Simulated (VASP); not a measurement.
# SiO2: single point with PBEsol

Crystal: SiO2.

```
CELL_PARAMETERS angstrom
5.17861 0.00000 0.00000
0.00000 5.17861 0.00000
0.00000 0.00000 7.21590
ATOMIC_POSITIONS crystal
Si 0.21938 0.21938 0.00000
Si 0.28062 0.71938 0.75000
Si 0.71938 0.28062 0.25000
Si 0.78062 0.78062 0.50000
O 0.56586 0.74541 0.66064
O 0.43414 0.25459 0.16064
O 0.74541 0.56586 0.33936
O 0.24541 0.93414 0.91064
O 0.25459 0.43414 0.83936
O 0.06586 0.75459 0.58936
O 0.93414 0.24541 0.08936
O 0.75459 0.06586 0.41064
```

* Program: VASP 6.6.1
* Task: single point
* Functional: PBEsol
* Potentials or basis: VASP PAW PBE potentials, release 64 (Si, O)
* Cutoff: 520 eV
* k mesh: 6 × 6 × 4
* Occupations: gaussian, width 0.02 eV
* Spin: no spin polarisation

- Pressure: -0.6 GPa
- Largest force: 0.019 eV/Å
- Band gap on the k mesh: 5.48 eV

Forces in eV/Å, atoms in the order of the input:
```
Si  -0.014 -0.014  0.000
Si   0.014 -0.014  0.000
Si  -0.014  0.014  0.000
Si   0.014  0.014  0.000
O    0.012  0.002  0.004
O   -0.012 -0.002  0.004
O    0.002  0.012 -0.004
O    0.002 -0.012  0.004
O   -0.002 -0.012 -0.004
O    0.012 -0.002 -0.004
O   -0.012  0.002 -0.004
O   -0.002  0.012  0.004
```

Stress tensor (GPa, compression positive):
```
-0.76  0.00  0.00
 0.00 -0.76  0.00
 0.00  0.00 -0.25
```

Levels at points of the mesh, in eV from the valence-band top:
```csv
k point,band 29,band 30,band 31,band 32,band 33,band 34,band 35,band 36
"(0.00, 0.00, 0.00)",-0.70,-0.15,-0.15,0.00,5.48,8.52,8.52,8.62
"(0.50, 0.00, 0.00)",-0.69,-0.69,-0.38,-0.38,7.37,7.37,8.98,8.98
"(0.50, 0.50, 0.00)",-0.63,-0.63,-0.61,-0.61,8.40,8.40,8.46,8.46
"(0.00, 0.00, 0.50)",-0.46,-0.46,-0.43,-0.43,6.60,6.60,8.95,8.95
"(0.50, 0.00, 0.50)",-0.96,-0.96,-0.10,-0.10,7.59,7.59,8.47,8.47
"(0.50, 0.50, 0.50)",-0.73,-0.73,-0.73,-0.73,8.94,8.94,8.94,8.94
```

Run time: 2.9 min on 1 thread of Intel(R) Xeon(R) Platinum 8488C (Sapphire Rapids), with other jobs on the host, peak memory 0.37 GiB.

Caveat: the PAW data sets were made with another functional, which shifts forces and pressure a little. A k mesh can miss the band edges.
